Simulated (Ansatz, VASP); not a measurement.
Pd in VASP and in Ansatz

```
CELL_PARAMETERS angstrom
4.38576 0.00000 0.00000
-2.19288 3.79818 0.00000
0.00000 0.00000 2.60233
ATOMIC_POSITIONS crystal
Pd 0.00000 0.00000 0.00000
Pd 0.33333 0.66667 0.50000
Pd 0.66667 0.33333 0.50000
```

Alike in both runs: functional LDA; k mesh 8 × 8 × 12; occupations fermi-dirac, width 0.05 eV; collinear spin.

Ansatz relaxed the structure, and its values are those at the end. VASP's run is a single point on that final structure, the one shown.

|  | VASP | Ansatz |
| --- | --- | --- |
| version | VASP 6.6.1 | Ansatz 0.2.0 |
| potentials or method | VASP PAW LDA potentials, release 64 (Pd), cutoff 520 eV | plane waves (420 eV) with PAW, scalar-relativistic |
| valence electrons in the cell | 30 | 54 |

```tsv
	VASP	Ansatz	Ansatz less VASP
pressure (GPa)	0.1	0.0	-0.14
net moment per atom (μB)	0.00	0.00	-0.001
```

Ansatz warns that its potentials were made for another functional, while VASP's fit it. LDA's correlation is that of Perdew and Zunger in VASP and of Perdew and Wang (1992) in Ansatz. VASP's potentials hold 30 valence electrons a cell and Ansatz's 54, so a difference there can come from the potentials and not from the codes. Ansatz's warnings: seeded moment not kept.
